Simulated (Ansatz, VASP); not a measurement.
## Two plane-wave programs on NbAs

```
Nb As
1.0
    -1.72585    1.72585    5.78160
     1.72585   -1.72585    5.78160
     1.72585    1.72585   -5.78160
Nb As
2 2
Direct
  0.75000 0.75000 0.00000
  0.50000 0.00000 0.50000
  0.16600 0.16600 0.00000
  0.91600 0.41600 0.50000
```

Change from the starting cell: zz strain of -1 %, PAW files.

Alike in both runs: task electric field gradients; functional LDA; k mesh 15 × 15 × 15; occupations fermi-dirac, width 0.08 eV; no spin polarisation.

|  | VASP | Ansatz |
| --- | --- | --- |
| version | VASP 6.6.1 | Ansatz 0.2.0 |
| potentials or method | VASP PAW LDA potentials, release 64 (Nb_sv, As) | PAW with Ansatz's default frozen-core files, scalar-relativistic |
| plane-wave cutoff (eV) | 520 | 420 |
| valence electrons in the cell | 36 | 56 |

```csv
,VASP,Ansatz,Ansatz less VASP
pressure (GPa),-3.7,-4.0,-0.34
"traceless stress, the component that is largest in VASP (GPa)",1.98,2.04,+0.062
rms of the force components (eV/Å),0.203,0.200,-0.0028
size of Vzz on the site where it differs most (V/Å²),19.0,24.1,+5.07
```

LDA's correlation is that of Perdew and Zunger in VASP and of Perdew and Wang (1992) in Ansatz. Atom by atom the forces differ by 0.003 eV/Å (rms over components). VASP's potentials hold 36 valence electrons a cell and Ansatz's 56, so a difference there can come from the potentials and not from the codes.
